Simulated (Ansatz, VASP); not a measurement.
# KBr in VASP and in Ansatz

The input INCAR:

```
PREC = Accurate
ENCUT = 520
EDIFF = 1E-6
ISMEAR = -1
SIGMA = 0.02
LREAL = F
LASPH = T
NELM = 80
ALGO = Normal
ISIF = 2
LWAVE = F
LCHARG = T
GGA = PE
LELF = T
LVHAR = T
NBANDS = 15
```

File KPOINTS:

```
regular mesh
0
Gamma
  6 6 6
```

Contents of POSCAR:

```
KBr
1.0
    0.1067040935      3.3333304385      3.3333304385
    3.3333304385      0.1067040935      3.3333304385
    3.3333304385      3.3333304385      0.1067040935
K Br
1 1
Direct
    0.0000000000      0.0000000000      0.0000000000
    0.5000000000      0.5000000000      0.5000000000
```

Input for Ansatz:

```yaml
crystal:
  lattice:
    - [0.1067040935, 3.3333304385, 3.3333304385]
    - [3.3333304385, 0.1067040935, 3.3333304385]
    - [3.3333304385, 3.3333304385, 0.1067040935]
  atoms:
    - { symbol: K, position: [0.0, 0.0, 0.0] }
    - { symbol: Br, position: [0.5, 0.5, 0.5] }
kpoints:
  mp_grid: { grid: [6, 6, 6] }
  band_path:
    path:
      - [0.0, 0.0, 0.0]
      - [0.5, 0.0, 0.5]
      - [0.625, 0.25, 0.625]
      - [0.375, 0.375, 0.75]
      - [0.5, 0.5, 0.5]
      - [0.5, 0.25, 0.75]
    npoints: 1
hamiltonian:
  xc: pbe
scf:
  occupations: { method: fermi_dirac, width: 0.02 }
  n_extra_bands: 4
output:
  forces: true
  stress: true
  eigenvalues: true
```

Change from the starting cell: epitaxial_111 strain -2.3%.

Alike in both runs: task single point; functional PBE; k mesh 6 × 6 × 6; occupations fermi-dirac, width 0.02 eV; no spin polarisation.

|  | VASP | Ansatz |
| --- | --- | --- |
| version | VASP 6.6.1 | Ansatz 0.2.0 |
| potentials or method | VASP PAW PBE potentials, release 64 (K_sv, Br) | plane waves, PAW |
| plane-wave cutoff (eV) | 520 | 420 |
| valence electrons in the cell | 16 | 16 |

|  | VASP | Ansatz | Ansatz less VASP |
| --- | --- | --- | --- |
| gap on the k mesh at the Fermi level (eV) | 4.43 | 4.44 | +0.002 |
| pressure (GPa) | 1.1 | 1.0 | -0.04 |
| traceless stress, the component that is largest in VASP (GPa) | -0.17 | -0.18 | -0.001 |

The functional is the same, so the differences come from potentials, cutoffs and numerics.
